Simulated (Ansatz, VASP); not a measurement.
**TlH5: VASP beside Ansatz**

```xyz
6
Lattice="4.0431 0.0000 0.0000 -2.0216 3.5014 0.0000 0.0000 0.0000 5.6715" Properties=species:S:1:pos:R:3 pbc="T T T"
Tl    0.0000    0.0000    2.8358
H     0.0000    0.0000    1.0253
H     0.0000    0.0000    4.6462
H     2.0216    0.0000    0.0000
H    -1.0108    1.7507    0.0000
H     1.0108    1.7507    0.0000
```

Alike in both runs: task relaxation of cell and atoms; functional PBE; k mesh 6 × 6 × 4; occupations gaussian, width 0.1 eV; no spin polarisation.

|  | VASP | Ansatz |
| --- | --- | --- |
| version | VASP 6.6.1 | Ansatz 0.2.0 |
| potentials or method | VASP PAW PBE potentials, release 64 (Tl_d, H), cutoff 600 eV | scalar-relativistic, plane waves, PAW |
| valence electrons in the cell | 18 | 18 |

VASP gave:

| Quantity | Value |
| --- | --- |
| gap on the k mesh at the Fermi level, each at its own relaxed structure (eV) | none |
| relaxed volume (Å³/atom) | 9.10 |
| relaxed cell length with the largest relative difference (Å) | 6.723 |

Problem. Which values does Ansatz return?

Solution. gap on the k mesh at the Fermi level, each at its own relaxed structure (eV): none; relaxed volume (Å³/atom): 9.34; relaxed cell length with the largest relative difference (Å): 6.855.

A gap of «none» marks a metal or a gap that the smearing closes.

Neither program's run includes spin-orbit coupling. Noted on VASP's run: the volume moved by over 15 % at a fixed basis, so the end points are rough.
